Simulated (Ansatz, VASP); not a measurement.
HfO2: VASP beside Ansatz

POSCAR

```
HfO2
1.0
    0.0000000000      2.5160796100      2.5160796100
    2.5160796100      0.0000000000      2.5160796100
    2.5160796100      2.5160796100      0.0000000000
Hf O
1 2
Direct
    0.0000000000      0.0000000000      0.0000000000
    0.7500000000      0.7500000000      0.7500000000
    0.2500000000      0.2500000000      0.2500000000
```

File INCAR.step1:

```
ALGO = Normal
EDIFF = 1E-5
EDIFFG = -0.005
ENCUT = 660
GGA = PE
GGA_COMPAT = F
IBRION = 2
ISIF = 3
ISMEAR = 0
LASPH = T
LCHARG = F
LREAL = F
LWAVE = T
NELM = 120
NELMIN = 4
NSW = 100
PREC = Accurate
SIGMA = 0.01
```

File INCAR.step2:

```
ALGO = Normal
EDIFF = 1E-7
EDIFFG = -0.005
ENCUT = 660
GGA_COMPAT = F
IBRION = 2
ISIF = 3
ISMEAR = 0
ISTART = 1
LASPH = T
LCHARG = F
LMIXTAU = T
LREAL = F
LWAVE = F
METAGGA = R2SCAN
NELM = 120
NELMIN = 4
NSW = 80
PREC = Accurate
SIGMA = 0.01
```

File KPOINTS:

```
k-points
0
Gamma
  6 6 6
```

Input for Ansatz:

```yaml
crystal:
  lattice:
    - [0.0, 2.51607961, 2.51607961]
    - [2.51607961, 0.0, 2.51607961]
    - [2.51607961, 2.51607961, 0.0]
  atoms:
    - { symbol: Hf, position: [0.0, 0.0, 0.0] }
    - { symbol: O, position: [0.75, 0.75, 0.75] }
    - { symbol: O, position: [0.25, 0.25, 0.25] }
scf:
  occupations: { method: fixed }
output:
  forces: true
  stress: true
  eigenvalues: true
hamiltonian:
  xc: r2scan
kpoints:
  mp_grid: { grid: [6, 6, 6] }
relax:
  f_tol: 0.005
  max_steps: 60
  cell: { stress_tol: 0.05 }
```

Alike in both runs: task relaxation of cell and atoms; functional r2SCAN; k mesh 6 × 6 × 6; no spin polarisation.

|  | VASP | Ansatz |
| --- | --- | --- |
| version | VASP 6.6.1 | Ansatz 0.2.0 |
| potentials or method | VASP PAW PBE potentials, release 64 (Hf_pv, O) | scalar-relativistic, plane waves, PAW |
| plane-wave cutoff (eV) | 660 | 500 |
| occupations | gaussian, width 0.01 eV | fixed |
| valence electrons in the cell | 22 | 38 |

Ansatz gave:

```
gap on the k mesh at the Fermi level, each at its own relaxed structure (eV) : 4.30
relaxed volume (Å³/atom)                                                     : 10.79
relaxed cell length with the largest relative difference (Å)                 : 3.577
```

Problem. Which values does VASP return?

Solution. gap on the k mesh at the Fermi level, each at its own relaxed structure (eV): 4.36; relaxed volume (Å³/atom): 10.62; relaxed cell length with the largest relative difference (Å): 3.558.

VASP's potentials were made for PBE, not for r2SCAN. VASP's potentials hold 22 valence electrons a cell and Ansatz's 38, so a difference there can come from the potentials and not from the codes.

Spin-orbit coupling is off throughout.
